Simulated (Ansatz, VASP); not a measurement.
**Two plane-wave programs on Rh**

Contents of POSCAR:

```
Rh
1.0
    0.0000000000      1.9015500000      1.8730267500
    1.9015500000      0.0000000000      1.8730267500
    1.9015500000      1.9015500000      0.0000000000
Rh
1
Direct
    0.0000000000      0.0000000000      0.0000000000
```

Contents of INCAR.step1:

```
SYSTEM = Rh
PREC = Accurate ; ENCUT = 680
ISMEAR = 0 ; SIGMA = 0.15
LREAL = .FALSE. ; LASPH = .TRUE.
NELM = 120 ; NBANDS = 14
GGA = PE ; ALGO = Normal
EDIFF = 1E-5 ; LWAVE = .TRUE.
LCHARG = .FALSE. ; GGA_COMPAT = .FALSE.
```

The input INCAR.step2:

```
SYSTEM = Rh
PREC = Accurate ; ENCUT = 680
EDIFF = 1E-6 ; ISMEAR = 0
SIGMA = 0.15 ; LREAL = .FALSE.
LASPH = .TRUE. ; NELM = 120
ALGO = Normal ; ISIF = 2
LWAVE = .FALSE. ; LCHARG = .FALSE.
METAGGA = R2SCAN ; LMIXTAU = .TRUE.
NBANDS = 14 ; ISTART = 1
GGA_COMPAT = .FALSE.
```

KPOINTS

```
regular mesh
0
G
  8 8 8
  0 0 0
```

Input for Ansatz:

```yaml
crystal:
  lattice:
    - [0.0, 1.90155, 1.87302675]
    - [1.90155, 0.0, 1.87302675]
    - [1.90155, 1.90155, 0.0]
  atoms:
    - { symbol: Rh, position: [0.0, 0.0, 0.0] }
basis:
  ecutwfc: 500
kpoints:
  mp_grid: { grid: [8, 8, 8] }
hamiltonian:
  xc: r2scan
scf:
  occupations: { method: gaussian, width: 0.15 }
output:
  forces: true
  stress: true
  eigenvalues: true
```

Change from the starting cell: strain +0.000 along x and y, -0.015 along z, atoms carried along.

Alike in both runs: task single point; functional r2SCAN; k mesh 8 × 8 × 8; occupations gaussian, width 0.15 eV; no spin polarisation.

|  | VASP | Ansatz |
| --- | --- | --- |
| version | VASP 6.6.1 | Ansatz 0.2.0 |
| potentials or method | VASP PAW PBE potentials, release 64 (Rh_sv_GW), cutoff 680 eV | scalar-relativistic, plane waves, PAW |
| valence electrons in the cell | 17 | 17 |

VASP gave:

- gap on the k mesh at the Fermi level (eV): none
- pressure (GPa): 4.7
- traceless stress, the component that is largest in VASP (GPa): 2.47

What did Ansatz give for the same quantities?

gap on the k mesh at the Fermi level (eV): none; pressure (GPa): 4.6; traceless stress, the component that is largest in VASP (GPa): 2.46.

VASP's potentials were made for PBE, not for r2SCAN. A gap of «none» marks a metal or a gap that the smearing closes. With one functional, cell and mesh, what is left measures potentials, basis and numerics.
